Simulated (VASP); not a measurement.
## K: single point with BLYP

Crystal: K.

```
K
1.0
     4.88025    0.00000    0.00000
    -2.44013    4.22642    0.00000
     0.00000    0.00000   15.89303
K
4
Direct
  0.00000 0.00000 0.00000
  0.00000 0.00000 0.50000
  0.33333 0.66667 0.25000
  0.66667 0.33333 0.75000
```

This isn't the form of K at room conditions, which is bcc.

| Property | Result |
| --- | --- |
| Program | VASP 6.6.1 |
| Task | single point |
| Functional | BLYP |
| Potentials or basis | VASP PAW PBE potentials, release 64 (K_sv) |
| Cutoff | 520 eV |
| k mesh | 9 × 9 × 3 |
| Occupations | fermi-dirac, width 0.1 eV |
| Spin | no spin polarisation |

```
Pressure               : -0.2 GPa
Band gap on the k mesh : zero (bands 18 and 19 overlap by 2.23 eV)
```

Levels at points of the mesh, in eV from the Fermi level:
```csv
k point,band 15,band 16,band 17,band 18,band 19,band 20,band 21,band 22
"(0.00, 0.00, 0.00)",-15.87,-15.86,-2.02,-1.36,-1.36,0.23,0.62,2.60
```

Run time: 120 s on 1 thread of Intel(R) Xeon(R) 6975P-C (Granite Rapids) (shared host), peak memory 0.43 GiB.

Caveat: the PAW data sets were made with another functional, which shifts forces and pressure a little.
